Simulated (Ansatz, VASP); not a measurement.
Rh: VASP beside Ansatz

Contents of POSCAR:

```
Rh
1.0
    0.0000000000      1.9147658271      1.9147658271
    1.9147658271      0.0000000000      1.9147658271
    1.9147658271      1.9147658271      0.0000000000
Rh
1
Direct
    0.0000000000      0.0000000000      0.0000000000
```

INCAR.step1

```
SYSTEM = Rh
  PREC = Accurate
  ENCUT = 520
  ISMEAR = 0
  SIGMA = 0.1
  LREAL = .FALSE.
  LASPH = .TRUE.
  NELM = 60
  NBANDS = 14
  GGA = PE
  ALGO = Normal
  EDIFF = 1E-4
  LWAVE = .TRUE.
  LCHARG = .FALSE.
```

The input INCAR.step2:

```
SYSTEM = Rh
  PREC = Accurate
  ENCUT = 520
  EDIFF = 1E-7
  ISMEAR = 0
  SIGMA = 0.1
  LREAL = .FALSE.
  LASPH = .TRUE.
  NELM = 60
  ALGO = Normal
  ISIF = 2
  LWAVE = .FALSE.
  LCHARG = .TRUE.
  METAGGA = R2SCAN
  LMIXTAU = .TRUE.
  LELF = .TRUE.
  LVHAR = .TRUE.
  NBANDS = 14
  ISTART = 1
```

File KPOINTS:

```
regular mesh
0
G
  24 24 24
  0 0 0
```

Input for Ansatz:

```yaml
crystal:
  lattice:
    - [0.0, 1.9147658271, 1.9147658271]
    - [1.9147658271, 0.0, 1.9147658271]
    - [1.9147658271, 1.9147658271, 0.0]
  atoms:
    - { symbol: Rh, position: [0.0, 0.0, 0.0] }
basis:
  ecutwfc: 500
kpoints:
  mp_grid: { grid: [24, 24, 24] }
  band_path:
    path:
      - [[0.0, 0.0, 0.0], [0.5, 0.0, 0.5], [0.625, 0.25, 0.625]]
      - [[0.375, 0.375, 0.75], [0.0, 0.0, 0.0], [0.5, 0.5, 0.5], [0.5, 0.25, 0.75], [0.5, 0.0, 0.5]]
    npoints: 14
hamiltonian:
  xc: r2scan
scf:
  occupations: { method: gaussian, width: 0.1 }
  n_extra_bands: 6
output:
  forces: true
  stress: true
  eigenvalues: true
  populations: true
  dos: { projected: true, de: 0.02, nscf_kmesh: { grid: [29, 29, 29] } }
  bader: true
  write_density: true
  write_potential: true
  elf: true
  volumetric_format: npy
```

Alike in both runs: task single point; functional r2SCAN; k mesh 24 × 24 × 24; occupations gaussian, width 0.1 eV; no spin polarisation.

|  | VASP | Ansatz |
| --- | --- | --- |
| version | VASP 6.6.1 | Ansatz 0.2.0 |
| potentials or method | VASP PAW PBE potentials, release 64 (Rh_pv), cutoff 520 eV | scalar-relativistic, plane waves, PAW |
| valence electrons in the cell | 15 | 17 |

```csv
,VASP,Ansatz,Ansatz less VASP
gap on the k mesh at the Fermi level (eV),none,none,-
pressure (GPa),-5.1,-6.2,-1.09
```

VASP's potentials were made for PBE, not for r2SCAN. A gap of «none» marks a metal or a gap that the smearing closes. The functional is the same, so the differences come from potentials, cutoffs and numerics. VASP's potentials hold 15 valence electrons a cell and Ansatz's 17, so a difference there can come from the potentials and not from the codes.
